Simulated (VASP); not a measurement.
# ZrBrF2 (P4/mmm) in VASP: single point with PBE

Aim: the single point of ZrBrF2 with PBE.

All numbers are computed with VASP 6.6.1; they aren't measurements. Logs are shortened: lines on timing, memory, paths and dates and some standing lists are left out, and cuts for length are marked.

### 1 The cell of the first run

Symmetry: P4/mmm, No. 123, tetragonal system. Conventional cell: a = 3.619 Å, b = 3.619 Å, c = 5.108 Å, α = 90.00°, β = 90.00°, γ = 90.00°. Within 3.4 Å of Zr (site symmetry 4/mmm) lie 6 F at 2.55 to 2.56 Å. Br (site symmetry 4/mmm) has 6 F at 2.55 to 2.56 Å within 3.4 Å. Within 3.4 Å of F (site symmetry 4/mmm) lie 2 Zr at 2.55 Å and 4 Br at 2.56 Å. Within 3.4 Å of F (site symmetry 4/mmm) lie 2 Br at 2.55 Å and 4 Zr at 2.56 Å.

### 2 Single point, PBE

INCAR

```
SYSTEM = ZrBrF2
ALGO = Normal
EDIFF = 1E-6
ENCUT = 520
GGA = PE
ISIF = 2
ISMEAR = 0
LASPH = .True.
LCHARG = .False.
LREAL = .False.
LWAVE = .False.
NBANDS = 24
NELM = 100
PREC = Accurate
SIGMA = 0.1
```

KPOINTS

```
k-points
0
Gamma
  6 6 4
  0 0 0
```

POSCAR

```
ZrBrF2
1.0
    3.6191809900      0.0000000000      0.0000000000
    0.0000000000      3.6191809900      0.0000000000
    0.0000000000      0.0000000000      5.1084212600
Zr Br F
1 1 2
Direct
    0.0000000000      0.0000000000      0.0000000000
    0.5000000000      0.5000000000      0.5000000000
    0.0000000000      0.0000000000      0.5000000000
    0.5000000000      0.5000000000      0.0000000000
```

Potentials or basis: VASP PAW PBE potentials, release 64 (Zr_sv, Br, F).

Launch:

```bash
cat potpaw_PBE.64/Zr_sv/POTCAR potpaw_PBE.64/Br/POTCAR potpaw_PBE.64/F/POTCAR > POTCAR
mpirun -np 1 vasp_std > vasp.out
```

OUTCAR:

```text
SYSTEM = ZrBrF2
   EDIFF = 1E-6
   ENCUT = 520
   GGA = PE
   ISIF = 2
   ISMEAR = 0
   LASPH = .True.
   LREAL = .False.
   NELM = 100
   PREC = Accurate

 ion  position               nearest neighbor table
   1  0.000  0.000  0.000-   3 2.55   3 2.55   4 2.56   4 2.56   4 2.56   4 2.56
   2  0.500  0.500  0.500-
   3  0.000  0.000  0.500-   1 2.55   1 2.55
   4  0.500  0.500  0.000-   1 2.56   1 2.56   1 2.56   1 2.56

  LATTYP: Found a simple tetragonal cell.
 ALAT       =     3.6191809900
 C/A-ratio  =     1.4114854367

  Lattice vectors:

 A1 = (   3.6191809900,   0.0000000000,   0.0000000000)
 A2 = (   0.0000000000,   3.6191809900,   0.0000000000)
 A3 = (   0.0000000000,   0.0000000000,   5.1084212600)

Analysis of symmetry for initial positions (statically):
=====================================================================
 Subroutine PRICEL returns:
 Original cell was already a primitive cell.

 Routine SETGRP: Setting up the symmetry group for a
 simple tetragonal supercell.

 Subroutine GETGRP returns: Found 16 space group operations
 (whereof 16 operations were pure point group operations)
 out of a pool of 16 trial point group operations.

The static configuration has the point symmetry D_4h.

Analysis of symmetry for dynamics (positions and initial velocities):
=====================================================================
 Subroutine PRICEL returns:
 Original cell was already a primitive cell.

 Routine SETGRP: Setting up the symmetry group for a
 simple tetragonal supercell.

 Subroutine GETGRP returns: Found 16 space group operations
 (whereof 16 operations were pure point group operations)
 out of a pool of 16 trial point group operations.

The dynamic configuration has the point symmetry D_4h.

 Subroutine INISYM returns: Found 16 space group operations
 (whereof 16 operations are pure point group operations),
 and found     1 'primitive' translations

----------------------------------------------------------------------------------------

                                     Primitive cell

  volume of cell :      66.9125

  direct lattice vectors                    reciprocal lattice vectors
     3.619180990  0.000000000  0.000000000     0.276305607  0.000000000  0.000000000
     0.000000000  3.619180990  0.000000000     0.000000000  0.276305607  0.000000000
[... 82 lines left out ...]
   ICHARG =      2    charge: 1-file 2-atom 10-const
   ISPIN  =      1    spin polarized calculation?
   LNONCOLLINEAR =      F non collinear calculations
   LSORBIT =      F    spin-orbit coupling
   LASPH  =      T    aspherical Exc in radial PAW
   ENCUT  =  520.0 eV  38.22 Ry    6.18 a.u.   6.73  6.73  9.50*2*pi/ulx,y,z
   NELM   =    100;   NELMIN=  2; NELMDL= -5     # of ELM steps
   EDIFF  = 0.1E-05   stopping-criterion for ELM
   LREAL  =      F    real-space projection
   EDIFFG = 0.1E-04   stopping-criterion for IOM
   NSW    =      0    number of steps for IOM
   IBRION =     -1    ionic relax: 0-MD 1-quasi-New 2-CG
   NFREE  =      0    steps in history (QN), initial steepest desc. (CG)
   ISIF   =      2    stress and relaxation
   ISYM   =      2    0-nonsym 1-usesym 2-fastsym
   POTIM  = 0.5000    time-step for ionic-motion
   TEBEG  =    0.0;   TEEND  =   0.0 temperature during run
   PSTRESS=    0.0 pullay stress
   NELECT =      33.0000    total number of electrons
   NUPDOWN=      -1.0000    fix difference up-down
   EMIN   =  10.00;   EMAX   =-10.00  energy-range for DOS
   EFERMI =   0.00;   METHOD = LEGACY
   ISMEAR =     0;   SIGMA  =   0.10  broadening in eV -4-tet -1-fermi 0-gaus
   EFERMI_NEDOS =   21; number of points for ismear=-14 and -15
   IALGO  =     38    algorithm
   IMIX   =      4    mixing-type and parameters
     AMIX     =   0.40;   BMIX     =  1.00
     AMIX_MAG =   1.60;   BMIX_MAG =  1.00
  volume/ion in A,a.u.               =      16.73       112.89
  Fermi-wavevector in a.u.,A,eV,Ry     =   1.293432  2.444233 22.762100  1.672967
  Thomas-Fermi vector in A             =   2.425078
   LORBIT       =      0    0 simple, 1 ext, 2 COOP (PROOUT), +10 PAW based schemes
   GGA     = PE    functional components
   LHFCALC =     F    Hartree Fock is set to
   AEXX    =    0.0000 exact exchange contribution
   IVDW    =     0    specifies the selected vdW correction
   LEPSILON=     F    determine dielectric tensor
   LRPA    =     F    only Hartree local field effects (RPA)
 non-spin polarized calculation
 Gauss-broadening in eV      SIGMA  =   0.10
  energy-cutoff  :      520.00
  volume of cell :       66.91
 maximum number of plane-waves:      1868
 NGX is ok and might be reduce to    28
   NGX = 13   NGY = 13   NGZ = 19

 number of electron      33.0000018 magnetization

 Free energy of the ion-electron system (eV)
  ---------------------------------------------------
  ext. energy  EPLUGINS =         0.00000000
  ---------------------------------------------------
  free energy    TOTEN  =       -17.87972015 eV

  energy without entropy =      -17.86282985  energy(sigma->0) =      -17.87127500

 E-fermi :   5.4339     XC(G=0): -10.2581

 val. band max:        5.4150206747   @ k =   0.5000   0.5000   0.0000
 cond. band min:       5.4378223677   @ k =   0.0000   0.0000   0.5000
 fundamental gap:      0.0228016930
 Fermi energy:         5.4338950575

 k-point     1 :       0.0000    0.0000    0.0000
  band No.  band energies     occupation
      1     -45.8824      2.00000
      2     -23.8822      2.00000
      3     -23.6579      2.00000
      4     -23.6579      2.00000
      5     -19.4010      2.00000
      6     -17.3055      2.00000
[... 637 lines left out ...]
     23      10.4896      0.00000
     24      13.4343      0.00000

 [... further k-points ...]
[... 5 lines left out ...]
  --------------------------------------------------------------------------------------
  -------------------------------------------------------------------------------------
  Total        0.9575145      0.9575145     -4.4144547      0.0000000     -0.0000000      0.0000000
  in kB       22.9270730     22.9270730   -105.7013029      0.0000000     -0.0000000      0.0000000
  external PRESSURE =     -19.9490523 kB  Pullay stress =       0.0000000 kB

 VOLUME and BASIS-vectors are now :
 -----------------------------------------------------------------------------
  energy-cutoff  :      520.00
  volume of cell :       66.91
      direct lattice vectors                 reciprocal lattice vectors
     3.619180990  0.000000000  0.000000000     0.276305607  0.000000000  0.000000000
     0.000000000  3.619180990  0.000000000     0.000000000  0.276305607  0.000000000
     0.000000000  0.000000000  5.108421260     0.000000000  0.000000000  0.195755195

 POSITION                                       TOTAL-FORCE (eV/Angst)
 -----------------------------------------------------------------------------------
      0.00000      0.00000      0.00000         0.000000      0.000000      0.000000
      1.80959      1.80959      2.55421         0.000000      0.000000      0.000000
      0.00000      0.00000      2.55421         0.000000      0.000000      0.000000
      1.80959      1.80959      0.00000         0.000000      0.000000      0.000000
 -----------------------------------------------------------------------------------
    total drift:                                0.000000      0.000000      0.000000

  FREE ENERGIE OF THE ION-ELECTRON SYSTEM (eV)
  ---------------------------------------------------
  free  energy   TOTEN  =       -17.8797201490 eV

  energy  without entropy=      -17.8628298516  energy(sigma->0) =      -17.87127500
```

Run time: 45 s. Hardware: 1 thread of Intel Xeon 6975P-C, shared host; peak memory 0.2 GiB.

Results:

```
Free energy : -17.8797 eV
Pressure    : -2.0 GPa
```

Levels at points of the mesh, in eV from the Fermi level:
```
           k point  band 12  band 13  band 14  band 15  band 16  band 17  band 18  band 19  band 20  band 21
(0.00, 0.00, 0.00)    -4.63    -4.63    -1.82    -0.78    -0.57     0.16     0.16     0.61     0.61     1.09
(0.50, 0.00, 0.00)    -3.93    -3.68    -2.95    -1.27    -1.12     0.24     0.83     0.87     1.48     2.37
(0.50, 0.50, 0.00)    -5.73    -4.71    -0.71    -0.71    -0.57    -0.02    -0.02     0.57     1.14     1.93
(0.00, 0.00, 0.50)    -4.81    -4.81    -2.74    -1.78     0.00     0.00     0.33     1.10     1.19     1.19
(0.50, 0.00, 0.50)    -4.04    -3.80    -3.04    -2.73    -1.22     0.11     0.38     1.12     2.28     2.56
(0.50, 0.50, 0.50)    -5.62    -5.46    -2.35    -0.49    -0.49     0.78     0.78     0.98     1.93     2.35
```

Caveat: an odd number of electrons without spin polarisation forces a metal; a magnetic or distorted state may lie lower.
